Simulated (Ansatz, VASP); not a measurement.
# One calculation of TePb, two programs

The input INCAR:

```
PREC = Accurate
ENCUT = 520
EDIFF = 1E-7
ISMEAR = 0
SIGMA = 0.05
LREAL = F
LASPH = T
NELM = 150
ALGO = Normal
ISIF = 2
LWAVE = F
LCHARG = F
MAGMOM = 0 0 0 0 0 0
LORBIT = 11
LSORBIT = T
GGA_COMPAT = F
LORBMOM = T
GGA = PE
NBANDS = 32
```

KPOINTS

```
Automatic mesh
0
Gamma
  6 6 6
```

File POSCAR:

```
TePb
1.0
    0.0000000000      3.3552052742      3.3552052742
    3.3552052742      0.0000000000      3.3552052742
    3.3552052742      3.3552052742      0.0000000000
Pb Te
1 1
Direct
    0.5000000000      0.5000000000      0.5000000000
    0.0000000000      0.0000000000      0.0000000000
```

Input for Ansatz:

```yaml
crystal:
  lattice:
    - [0.0, 3.3552052742, 3.3552052742]
    - [3.3552052742, 0.0, 3.3552052742]
    - [3.3552052742, 3.3552052742, 0.0]
  atoms:
    - { symbol: Pb, position: [0.5, 0.5, 0.5] }
    - { symbol: Te, position: [0.0, 0.0, 0.0] }
basis:
  ecutwfc: 420
  ecutrho_ratio: 4
kpoints:
  mp_grid: { grid: [6, 6, 6] }
hamiltonian:
  xc: pbe
scf:
  occupations: { method: gaussian, width: 0.05 }
output:
  forces: true
  stress: true
  eigenvalues: true
  populations: true
magnetization:
  noncollinear: true
  spin_orbit: true
```

Alike in both runs: task single point; functional PBE; k mesh 6 × 6 × 6; occupations gaussian, width 0.05 eV; non-collinear spin, spin-orbit coupling.

|  | VASP | Ansatz |
| --- | --- | --- |
| version | VASP 6.6.1 | Ansatz 0.2.0 |
| potentials or method | VASP PAW PBE potentials, release 64 (Pb_d, Te), cutoff 520 eV | plane waves, PAW |
| valence electrons in the cell | 20 | 30 |

|  | VASP | Ansatz | Ansatz less VASP |
| --- | --- | --- | --- |
| pressure (GPa) | -2.1 | -2.1 | -0.01 |
| net moment per atom (μB) | 0.00 | 0.00 | 0.000 |

VASP's potentials hold 20 valence electrons a cell and Ansatz's 30, so a difference there can come from the potentials and not from the codes.
